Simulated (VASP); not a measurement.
# Sr3CdF2 (P6/mmm) in VASP: further runs

The runs below take Sr3CdF2 through single point, relaxation of cell and atoms, with PBE.

Everything below comes from runs of VASP 6.6.1. Logs are shortened: lines on timing, memory, paths and dates and some standing lists are left out, and cuts for length are marked.

### 1 The cell of the first run

Symmetry: P6/mmm, No. 191, hexagonal system. Conventional cell: a = 7.152 Å, b = 7.152 Å, c = 3.453 Å, α = 90.00°, β = 90.00°, γ = 120.00°. Within 3.5 Å of Sr (site symmetry mmm) lie 4 F at 2.69 Å and 2 Sr at 3.45 Å. Cd (site symmetry 6/mmm) has 2 Cd at 3.45 Å and 12 Sr at 3.97 Å and 6 F at 4.13 Å within 4.5 Å. F (site symmetry -6m2) has 6 Sr at 2.69 Å and 2 F at 3.45 Å within 3.5 Å.

### 2 Single point, PBE

INCAR reads:

```
SYSTEM = Sr3CdF2
  ALGO = Normal
  EDIFF = 1E-6
  ENCUT = 520
  GGA = PE
  ISIF = 2
  ISMEAR = 0
  LASPH = .True.
  LCHARG = .True.
  LELF = .True.
  LREAL = .False.
  LVHAR = .True.
  LWAVE = .False.
  NBANDS = 37
  NELM = 100
  PREC = Accurate
  SIGMA = 0.1
```

KPOINTS reads:

```
k-points
0
Gamma
  6 6 12
  0 0 0
```

POSCAR reads:

```
Sr3CdF2
1.0
    7.1519410991      0.0000000000      0.0000000000
   -3.5759705496      6.1937626782      0.0000000000
    0.0000000000      0.0000000000      3.4531841243
Sr Cd F
3 1 2
Direct
    0.5000000000      0.0000000000      0.5000000000
    0.5000000000      0.5000000000      0.5000000000
    0.0000000000      0.5000000000      0.5000000000
    0.0000000000      0.0000000000      0.0000000000
    0.3333333333      0.6666666667      0.0000000000
    0.6666666667      0.3333333333      0.0000000000
```

Potentials or basis: VASP PAW PBE potentials, release 64 (Sr_sv, Cd, F).

On the command line:

```bash
$ cat potpaw_PBE.64/Sr_sv/POTCAR potpaw_PBE.64/Cd/POTCAR potpaw_PBE.64/F/POTCAR > POTCAR
$ mpirun -np 1 vasp_std > vasp.out
```

OUTCAR:

```text
SYSTEM = Sr3CdF2
   EDIFF = 1E-6
   ENCUT = 520
   GGA = PE
   ISIF = 2
   ISMEAR = 0
   LASPH = .True.
   LREAL = .False.
   NELM = 100
   PREC = Accurate

 ion  position               nearest neighbor table
   1  0.500  0.000  0.500-   5 2.69   6 2.69   5 2.69   6 2.69   3 3.58   3 3.58   2 3.58   2 3.58
                             4 3.97   4 3.97   4 3.97   4 3.97   3 4.97   3 4.97   3 4.97   3 4.97
   2  0.500  0.500  0.500-   5 2.69   6 2.69   5 2.69   6 2.69   3 3.58   3 3.58   1 3.58   1 3.58
                             4 3.97   4 3.97   4 3.97   4 3.97   3 4.97   3 4.97   3 4.97   3 4.97
   3  0.000  0.500  0.500-   5 2.69   6 2.69   5 2.69   6 2.69   1 3.58   1 3.58   2 3.58   2 3.58
                             4 3.97   4 3.97   4 3.97   4 3.97   1 4.97   1 4.97   1 4.97   1 4.97
   4  0.000  0.000  0.000-   2 3.97   2 3.97   2 3.97   2 3.97   1 3.97   1 3.97   1 3.97   1 3.97
                             3 3.97   3 3.97   3 3.97   3 3.97
   5  0.333  0.667  0.000-   3 2.69   3 2.69   1 2.69   1 2.69   2 2.69   2 2.69
   6  0.667  0.333  0.000-   3 2.69   3 2.69   1 2.69   1 2.69   2 2.69   2 2.69

  LATTYP: Found a hexagonal cell.
 ALAT       =     7.1519410991
 C/A-ratio  =     0.4828317343

  Lattice vectors:

 A1 = (   7.1519410991,   0.0000000000,   0.0000000000)
 A2 = (  -3.5759705496,   6.1937626782,   0.0000000000)
 A3 = (   0.0000000000,   0.0000000000,   3.4531841243)

Analysis of symmetry for initial positions (statically):
=====================================================================
 Subroutine PRICEL returns:
 Original cell was already a primitive cell.

 Routine SETGRP: Setting up the symmetry group for a
 hexagonal supercell.

 Subroutine GETGRP returns: Found 24 space group operations
 (whereof 24 operations were pure point group operations)
 out of a pool of 24 trial point group operations.

The static configuration has the point symmetry D_6h.

Analysis of symmetry for dynamics (positions and initial velocities):
=====================================================================
 Subroutine PRICEL returns:
 Original cell was already a primitive cell.

 Routine SETGRP: Setting up the symmetry group for a
 hexagonal supercell.

 Subroutine GETGRP returns: Found 24 space group operations
 (whereof 24 operations were pure point group operations)
 out of a pool of 24 trial point group operations.

The dynamic configuration has the point symmetry D_6h.

 Subroutine INISYM returns: Found 24 space group operations
 (whereof 24 operations are pure point group operations),
 and found     1 'primitive' translations

----------------------------------------------------------------------------------------

                                     Primitive cell

  volume of cell :     152.9672

  direct lattice vectors                    reciprocal lattice vectors
     7.151941099  0.000000000  0.000000000     0.139822181  0.080726374  0.000000000
    -3.575970550  6.193762678  0.000000000     0.000000000  0.161452747  0.000000000
     0.000000000  0.000000000  3.453184124     0.000000000  0.000000000  0.289587802

  length of vectors
     7.151941099  7.151941099  3.453184124     0.161452747  0.161452747  0.289587802

  position of ions in fractional coordinates (direct lattice)
     0.500000000  0.000000000  0.500000000
     0.500000000  0.500000000  0.500000000
     1.000000000  0.500000000  0.500000000
     0.000000000  0.000000000  0.000000000
     0.333333333  0.666666667  0.000000000
     0.666666667  0.333333333  0.000000000

  ion indices of the primitive-cell ions
   primitive index   ion index
                 1           1
                 2           2
                 3           3
                 4           4
                 5           5
                 6           6

----------------------------------------------------------------------------------------

 KPOINTS: k-points

Automatic generation of k-mesh.
 Grid dimensions read from file:
 generate k-points for:    6    6   12

 Generating k-lattice:

  Cartesian coordinates                     Fractional coordinates (reciprocal lattice)
     0.023303697  0.013454396  0.000000000     0.166666667 -0.000000000  0.000000000
     0.000000000  0.026908791  0.000000000     0.000000000  0.166666667  0.000000000
     0.000000000  0.000000000  0.024132317     0.000000000  0.000000000  0.083333333

  Length of vectors
     0.026908791  0.026908791  0.024132317

  Shift w.r.t. Gamma in fractional coordinates (k-lattice)
     0.000000000  0.000000000  0.000000000

 Subroutine IBZKPT returns following result:
 ===========================================

 Found     49 irreducible k-points:

 Following reciprocal coordinates:
            Coordinates               Weight
  0.000000  0.000000  0.000000      1.000000
  0.166667 -0.000000  0.000000      6.000000
  0.333333 -0.000000  0.000000      6.000000
  0.500000 -0.000000  0.000000      3.000000
  0.166667  0.166667  0.000000      6.000000
  0.333333  0.166667  0.000000     12.000000
[... 16 lines left out ...]
  0.166667 -0.000000  0.250000     12.000000
  0.333333 -0.000000  0.250000     12.000000
 [... further k-points ...]
   k-points           NKPTS =     49   k-points in BZ     NKDIM =     49   number of bands    NBANDS=     37
   number of dos      NEDOS =    301   number of ions     NIONS =      6
   total plane-waves  NPLWV =  81648
   dimension x,y,z NGX =    54 NGY =   54 NGZ =   28
   dimension x,y,z NGXF=   108 NGYF=  108 NGZF=   56
   ions per type =               3   1   2
   NGX,Y,Z   is equivalent  to a cutoff of  12.55, 12.55, 13.48 a.u.
   NGXF,Y,Z  is equivalent  to a cutoff of  25.10, 25.10, 26.96 a.u.
 SYSTEM =  Sr3CdF2
   PREC   = accura    normal or accurate (medium, high low for compatibility)
   ISTART =      0    job   : 0-new  1-cont  2-samecut
   ICHARG =      2    charge: 1-file 2-atom 10-const
   ISPIN  =      1    spin polarized calculation?
   LNONCOLLINEAR =      F non collinear calculations
   LSORBIT =      F    spin-orbit coupling
   LASPH  =      T    aspherical Exc in radial PAW
   ENCUT  =  520.0 eV  38.22 Ry    6.18 a.u.  13.30 13.30  6.42*2*pi/ulx,y,z
   NELM   =    100;   NELMIN=  2; NELMDL= -5     # of ELM steps
   EDIFF  = 0.1E-05   stopping-criterion for ELM
   LREAL  =      F    real-space projection
   EDIFFG = 0.1E-04   stopping-criterion for IOM
   NSW    =      0    number of steps for IOM
   IBRION =     -1    ionic relax: 0-MD 1-quasi-New 2-CG
   NFREE  =      0    steps in history (QN), initial steepest desc. (CG)
   ISIF   =      2    stress and relaxation
   ISYM   =      2    0-nonsym 1-usesym 2-fastsym
   POTIM  = 0.5000    time-step for ionic-motion
   TEBEG  =    0.0;   TEEND  =   0.0 temperature during run
   PSTRESS=    0.0 pullay stress
   NELECT =      56.0000    total number of electrons
   NUPDOWN=      -1.0000    fix difference up-down
   EMIN   =  10.00;   EMAX   =-10.00  energy-range for DOS
   EFERMI =   0.00;   METHOD = LEGACY
   ISMEAR =     0;   SIGMA  =   0.10  broadening in eV -4-tet -1-fermi 0-gaus
   EFERMI_NEDOS =   21; number of points for ismear=-14 and -15
   IALGO  =     38    algorithm
   IMIX   =      4    mixing-type and parameters
     AMIX     =   0.40;   BMIX     =  1.00
     AMIX_MAG =   1.60;   BMIX_MAG =  1.00
  volume/ion in A,a.u.               =      25.49       172.05
  Fermi-wavevector in a.u.,A,eV,Ry     =   1.171129  2.213113 18.660980  1.371543
  Thomas-Fermi vector in A             =   2.307577
   LORBIT       =      0    0 simple, 1 ext, 2 COOP (PROOUT), +10 PAW based schemes
   GGA     = PE    functional components
   LHFCALC =     F    Hartree Fock is set to
   AEXX    =    0.0000 exact exchange contribution
   IVDW    =     0    specifies the selected vdW correction
   LEPSILON=     F    determine dielectric tensor
   LRPA    =     F    only Hartree local field effects (RPA)
 non-spin polarized calculation
 Gauss-broadening in eV      SIGMA  =   0.10
  energy-cutoff  :      520.00
  volume of cell :      152.97
 maximum number of plane-waves:      4171
 NGX is ok and might be reduce to    54
   NGX = 27   NGY = 27   NGZ = 13

 number of electron      55.9999995 magnetization

 Free energy of the ion-electron system (eV)
  ---------------------------------------------------
  ext. energy  EPLUGINS =         0.00000000
  ---------------------------------------------------
  free energy    TOTEN  =       -18.87885637 eV

  energy without entropy =      -18.86386880  energy(sigma->0) =      -18.87136259

 E-fermi :   3.4915     XC(G=0):  -9.0491

 val. band max:        3.4787909643   @ k =   0.3333  -0.0000   0.0833
 cond. band min:       3.4952258131   @ k =   0.5000  -0.0000   0.0000
 fundamental gap:      0.0164348488
 Fermi energy:         3.4914527265

 k-point     1 :       0.0000    0.0000    0.0000
  band No.  band energies     occupation
      1     -33.7346      2.00000
      2     -33.6551      2.00000
      3     -33.6551      2.00000
      4     -22.9123      2.00000
      5     -22.7602      2.00000
      6     -15.9515      2.00000
[... 29 lines left out ...]
     36       7.2236      0.00000
     37       7.3158      0.00000

 k-point     2 :       0.1667   -0.0000    0.0000
  band No.  band energies     occupation
      1     -33.7300      2.00000
      2     -33.6599      2.00000
      3     -33.6551      2.00000
      4     -22.9030      2.00000
      5     -22.7688      2.00000
      6     -15.9385      2.00000
[... 29 lines left out ...]
     36       6.9682      0.00000
     37       7.2715      0.00000

 k-point     3 :       0.3333   -0.0000    0.0000
  band No.  band energies     occupation
      1     -33.7180      2.00000
      2     -33.6721      2.00000
      3     -33.6552      2.00000
      4     -22.8795      2.00000
      5     -22.7916      2.00000
      6     -15.9180      2.00000
[... 29 lines left out ...]
     36       6.8490      0.00000
     37       7.2686      0.00000
[... 761 lines left out ...]
 k-point    23 :       0.1667   -0.0000    0.2500
  band No.  band energies     occupation
      1     -33.6918      2.00000
      2     -33.6268      2.00000
      3     -33.6224      2.00000
      4     -22.8354      2.00000
      5     -22.7987      2.00000
      6     -16.0891      2.00000
[... 29 lines left out ...]
     36       6.2914      0.00000
     37       6.7119      0.00000

 k-point    24 :       0.3333   -0.0000    0.2500
  band No.  band energies     occupation
      1     -33.6807      2.00000
      2     -33.6381      2.00000
      3     -33.6224      2.00000
      4     -22.8286      2.00000
      5     -22.8045      2.00000
      6     -16.0383      2.00000
[... 29 lines left out ...]
     36       6.0503      0.00000
     37       6.4623      0.00000

 [... further k-points ...]

------------------------ aborting loop because EDIFF is reached ----------------------------------------

  FORCE on cell =-STRESS in cart. coord.  units (eV):
  Direction    XX          YY          ZZ          XY          YZ          ZX
  --------------------------------------------------------------------------------------
  -------------------------------------------------------------------------------------
  Total        0.0380625      0.0380625      0.1367086     -0.0000000     -0.0000000      0.0000000
  in kB        0.3986664      0.3986664      1.4318855     -0.0000000     -0.0000000      0.0000000
  external PRESSURE =       0.7430727 kB  Pullay stress =       0.0000000 kB

 VOLUME and BASIS-vectors are now :
 -----------------------------------------------------------------------------
  energy-cutoff  :      520.00
  volume of cell :      152.97
      direct lattice vectors                 reciprocal lattice vectors
     7.151941099  0.000000000  0.000000000     0.139822181  0.080726374  0.000000000
    -3.575970550  6.193762678  0.000000000     0.000000000  0.161452747  0.000000000
     0.000000000  0.000000000  3.453184124     0.000000000  0.000000000  0.289587802

 POSITION                                       TOTAL-FORCE (eV/Angst)
 -----------------------------------------------------------------------------------
      3.57597      0.00000      1.72659        -0.000000      0.000000     -0.000000
      1.78799      3.09688      1.72659        -0.000000      0.000000     -0.000000
     -1.78799      3.09688      1.72659        -0.000000      0.000000     -0.000000
      0.00000      0.00000      0.00000        -0.000000      0.000000     -0.000000
     -0.00000      4.12918      0.00000        -0.000000      0.000000      0.000000
      3.57597      2.06459      0.00000         0.000000     -0.000000     -0.000000
 -----------------------------------------------------------------------------------
    total drift:                                0.000000      0.000000      0.000000

  FREE ENERGIE OF THE ION-ELECTRON SYSTEM (eV)
  ---------------------------------------------------
  free  energy   TOTEN  =       -18.8788563748 eV

  energy  without entropy=      -18.8638688041  energy(sigma->0) =      -18.87136259
```

Run time: 3 min. Hardware: 1 thread of AMD EPYC 9R45 (Zen 5), shared host; peak memory 0.41 GiB.

What came out:

```
Free energy            : -18.8789 eV
Pressure               : 0.1 GPa
Band gap on the k mesh : zero (band 28 reaches 4.07 eV, above the bottom of band 29 at 3.10 eV)
```

Stress tensor (GPa, compression positive):
```
0.04 0.00 0.00
0.00 0.04 0.00
0.00 0.00 0.14
```

Levels at points of the mesh, in eV from the Fermi level:
| k point | band 24 | band 25 | band 26 | band 27 | band 28 | band 29 | band 30 | band 31 | band 32 | band 33 |
| --- | --- | --- | --- | --- | --- | --- | --- | --- | --- | --- |
| (0.00, 0.00, 0.00) | -7.62 | -7.62 | -4.70 | -0.61 | -0.04 | -0.03 | -0.03 | 0.25 | 0.25 | 0.66 |
| (0.50, 0.00, 0.00) | -7.80 | -7.63 | -4.10 | -2.06 | -0.82 | 0.00 | 0.24 | 0.84 | 1.13 | 1.46 |
| (0.00, 0.00, 0.50) | -7.59 | -7.59 | -1.41 | -1.25 | -0.34 | -0.34 | 0.67 | 0.67 | 1.39 | 1.68 |
| (0.50, 0.00, 0.50) | -7.75 | -7.64 | -1.87 | -0.46 | 0.10 | 0.53 | 1.19 | 1.62 | 1.68 | 1.82 |

(Continued in part 2 of 2.)
